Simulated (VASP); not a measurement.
# CaO (Lime) (Fm-3m) in VASP: single point with PBEsol

Aim: the single point of CaO (Lime) with PBEsol.

Everything below comes from runs of VASP 6.6.1. Logs are shortened: lines on timing, memory, paths and dates and some standing lists are left out, and cuts for length are marked.

## 1. The cell of the first run

The structure is cubic, space group Fm-3m (No. 225). Conventional cell: a = 4.813 Å, b = 4.813 Å, c = 4.813 Å, α = 90.00°, β = 90.00°, γ = 90.00°. Within 3.2 Å of Ca (site symmetry m-3m) lie 6 O at 2.41 Å. Within 3.2 Å of O (site symmetry m-3m) lie 6 Ca at 2.41 Å.

## 2. Single point, PBEsol

INCAR reads:

```
SYSTEM = CaO
PREC = Accurate
ENCUT = 600
EDIFF = 1E-6
ISMEAR = 0
SIGMA = 0.01
LREAL = .False.
LASPH = .True.
NELM = 120
ALGO = Normal
ISIF = 2
LWAVE = .False.
LCHARG = .True.
GGA = PS
LELF = .True.
LVHAR = .True.
NBANDS = 15
GGA_COMPAT = .False.
```

KPOINTS reads:

```
regular mesh
0
Gamma
  4 4 4
  0 0 0
```

POSCAR reads:

```
CaO
1.0
    0.0000000000      2.4065000000      2.4065000000
    2.4065000000      0.0000000000      2.4065000000
    2.4065000000      2.4065000000      0.0000000000
Ca O
1 1
Direct
    0.0000000000      0.0000000000      0.0000000000
    0.5000000000      0.5000000000      0.5000000000
```

Potentials or basis: VASP PAW PBE potentials, release 64 (Ca_sv, O).

Started as:

```
cat potpaw_PBE.64/Ca_sv/POTCAR potpaw_PBE.64/O/POTCAR > POTCAR
mpirun -np 1 vasp_std > vasp.out
```

OUTCAR:

```text
SYSTEM = CaO
   PREC = Accurate
   ENCUT = 600
   EDIFF = 1E-6
   ISMEAR = 0
   LREAL = .False.
   LASPH = .True.
   NELM = 120
   ISIF = 2
   GGA = PS

 ion  position               nearest neighbor table
   1  0.000  0.000  0.000-   2 2.41   2 2.41   2 2.41   2 2.41   2 2.41   2 2.41
   2  0.500  0.500  0.500-   1 2.41   1 2.41   1 2.41   1 2.41   1 2.41   1 2.41

  LATTYP: Found a face centered cubic cell.
 ALAT       =     4.8130000000

  Lattice vectors:

 A1 = (   0.0000000000,   2.4065000000,   2.4065000000)
 A2 = (   2.4065000000,   0.0000000000,   2.4065000000)
 A3 = (   2.4065000000,   2.4065000000,   0.0000000000)

Analysis of symmetry for initial positions (statically):
=====================================================================
 Subroutine PRICEL returns:
 Original cell was already a primitive cell.

 Routine SETGRP: Setting up the symmetry group for a
 face centered cubic supercell.

 Subroutine GETGRP returns: Found 48 space group operations
 (whereof 48 operations were pure point group operations)
 out of a pool of 48 trial point group operations.

The static configuration has the point symmetry O_h .

Analysis of symmetry for dynamics (positions and initial velocities):
=====================================================================
 Subroutine PRICEL returns:
 Original cell was already a primitive cell.

 Routine SETGRP: Setting up the symmetry group for a
 face centered cubic supercell.

 Subroutine GETGRP returns: Found 48 space group operations
 (whereof 48 operations were pure point group operations)
 out of a pool of 48 trial point group operations.

The dynamic configuration has the point symmetry O_h .

 Subroutine INISYM returns: Found 48 space group operations
 (whereof 48 operations are pure point group operations),
 and found     1 'primitive' translations

----------------------------------------------------------------------------------------

                                     Primitive cell

  volume of cell :      27.8732

  direct lattice vectors                    reciprocal lattice vectors
     0.000000000  2.406500000  2.406500000    -0.207770621  0.207770621  0.207770621
     2.406500000  0.000000000  2.406500000     0.207770621 -0.207770621  0.207770621
     2.406500000  2.406500000  0.000000000     0.207770621  0.207770621 -0.207770621

  length of vectors
     3.403304938  3.403304938  3.403304938     0.359869272  0.359869272  0.359869272

  position of ions in fractional coordinates (direct lattice)
     0.000000000  0.000000000  0.000000000
     0.500000000  0.500000000  0.500000000
[... 71 lines left out ...]
   NELECT =      16.0000    total number of electrons
   NUPDOWN=      -1.0000    fix difference up-down
   EMIN   =  10.00;   EMAX   =-10.00  energy-range for DOS
   EFERMI =   0.00;   METHOD = LEGACY
   ISMEAR =     0;   SIGMA  =   0.01  broadening in eV -4-tet -1-fermi 0-gaus
   EFERMI_NEDOS =   21; number of points for ismear=-14 and -15
   IALGO  =     38    algorithm
   IMIX   =      4    mixing-type and parameters
     AMIX     =   0.40;   BMIX     =  1.00
     AMIX_MAG =   1.60;   BMIX_MAG =  1.00
  volume/ion in A,a.u.               =      13.94        94.05
  Fermi-wavevector in a.u.,A,eV,Ry     =   1.360564  2.571093 25.186211  1.851134
  Thomas-Fermi vector in A             =   2.487215
   LORBIT       =      0    0 simple, 1 ext, 2 COOP (PROOUT), +10 PAW based schemes
   GGA     = PS    functional components
   LHFCALC =     F    Hartree Fock is set to
   AEXX    =    0.0000 exact exchange contribution
   IVDW    =     0    specifies the selected vdW correction
   LEPSILON=     F    determine dielectric tensor
   LRPA    =     F    only Hartree local field effects (RPA)
 non-spin polarized calculation
 Gauss-broadening in eV      SIGMA  =   0.01
  energy-cutoff  :      600.00
  volume of cell :       27.87
 maximum number of plane-waves:       950
   NGX = 13   NGY = 13   NGZ = 13

 number of electron      15.9999998 magnetization

 Free energy of the ion-electron system (eV)
  ---------------------------------------------------
  ext. energy  EPLUGINS =         0.00000000
  ---------------------------------------------------
  free energy    TOTEN  =       -13.40454045 eV

  energy without entropy =      -13.40454045  energy(sigma->0) =      -13.40454045

 E-fermi :   2.3504     XC(G=0): -10.7141

 val. band max:        2.1777517642   @ k =   0.0000   0.0000   0.0000
 cond. band min:       5.7073446917   @ k =   0.5000   0.5000   0.0000
 fundamental gap:      3.5295929275
 Fermi energy:         2.3504475332

 k-point     1 :       0.0000    0.0000    0.0000
  band No.  band energies     occupation
      1     -35.2336      2.00000
      2     -16.0779      2.00000
      3     -16.0779      2.00000
      4     -16.0779      2.00000
      5     -13.2588      2.00000
      6       2.1778      2.00000
      7       2.1778      2.00000
      8       2.1778      2.00000
      9       6.7041      0.00000
     10       8.3540      0.00000
     11       8.3540      0.00000
     12       8.3540      0.00000
     13       9.8828      0.00000
     14       9.8828      0.00000
[... 113 lines left out ...]
      2     -16.5150      2.00000
      3     -16.5039      2.00000
      4     -16.5039      2.00000
      5     -12.6147      2.00000
      6       0.8762      2.00000
      7       1.0979      2.00000
      8       1.0979      2.00000
      9       8.4193      0.00000
     10       8.4193      0.00000
     11      10.5461      0.00000
     12      11.7433      0.00000
     13      12.1619      0.00000
     14      15.8344      0.00000
     15      16.1954      0.00000

------------------------ aborting loop because EDIFF is reached ----------------------------------------

  FORCE on cell =-STRESS in cart. coord.  units (eV):
  Direction    XX          YY          ZZ          XY          YZ          ZX
  --------------------------------------------------------------------------------------
  -------------------------------------------------------------------------------------
  Total       -0.4503479     -0.4503479     -0.4503479     -0.0000000      0.0000000      0.0000000
  in kB      -25.8863699    -25.8863699    -25.8863699     -0.0000000      0.0000000      0.0000000
  external PRESSURE =     -25.8863699 kB  Pullay stress =       0.0000000 kB

 VOLUME and BASIS-vectors are now :
 -----------------------------------------------------------------------------
  energy-cutoff  :      600.00
  volume of cell :       27.87
      direct lattice vectors                 reciprocal lattice vectors
     0.000000000  2.406500000  2.406500000    -0.207770621  0.207770621  0.207770621
     2.406500000  0.000000000  2.406500000     0.207770621 -0.207770621  0.207770621
     2.406500000  2.406500000  0.000000000     0.207770621  0.207770621 -0.207770621

 POSITION                                       TOTAL-FORCE (eV/Angst)
 -----------------------------------------------------------------------------------
      0.00000      0.00000      0.00000         0.000000      0.000000      0.000000
      2.40650      2.40650      2.40650        -0.000000     -0.000000     -0.000000
 -----------------------------------------------------------------------------------
    total drift:                                0.000000      0.000000      0.000000

  FREE ENERGIE OF THE ION-ELECTRON SYSTEM (eV)
  ---------------------------------------------------
  free  energy   TOTEN  =       -13.4045404525 eV

  energy  without entropy=      -13.4045404525  energy(sigma->0) =      -13.40454045
```

stdout:

```text
POSCAR found type information on POSCAR CaO
 POSCAR found :  2 types and       2 ions
 scaLAPACK will be used
 -----------------------------------------------------------------------------
|                                                                             |
|                                                                             |
|     You enforced a specific xc type in the INCAR file but a different       |
|     I HOPE YOU KNOW WHAT YOU ARE DOING!                                     |
|                                                                             |
 -----------------------------------------------------------------------------

 LDA part: xc-table for (Slater+PW92), standard interpolation
 POSCAR, INCAR and KPOINTS ok, starting setup
 FFT: planning ... GRIDC
 FFT: planning ... GRID_SOFT
 FFT: planning ... GRID
 WAVECAR not read
 entering main loop
```

It took 5.1 s on 1 thread of Intel Xeon Platinum 8559C (Emerald Rapids), shared host; peak memory 0.15 GiB.

Results:

| Quantity | Value |
| --- | --- |
| Free energy | -13.4045 eV |
| Pressure | -2.6 GPa |
| Band gap on the k mesh | 3.53 eV, indirect (least direct gap 3.91 eV) |

Levels at points of the mesh, in eV from the valence-band top:
```
           k point  band 5  band 6  band 7  band 8  band 9  band 10  band 11  band 12
(0.00, 0.00, 0.00)  -15.44    0.00    0.00    0.00    4.53     6.18     6.18     6.18
(0.50, 0.00, 0.00)  -14.21   -2.69   -1.21   -1.21    6.99     8.30     8.35     8.35
(0.50, 0.50, 0.00)  -15.19   -1.33   -0.38   -0.38    3.53     8.01     8.90     9.56
```

Caveat: the k points lie up to 0.57 Å⁻¹ apart; the PAW data sets were made with another functional, which shifts forces and pressure a little. As with any semilocal functional, this PBEsol gap is likely too small.
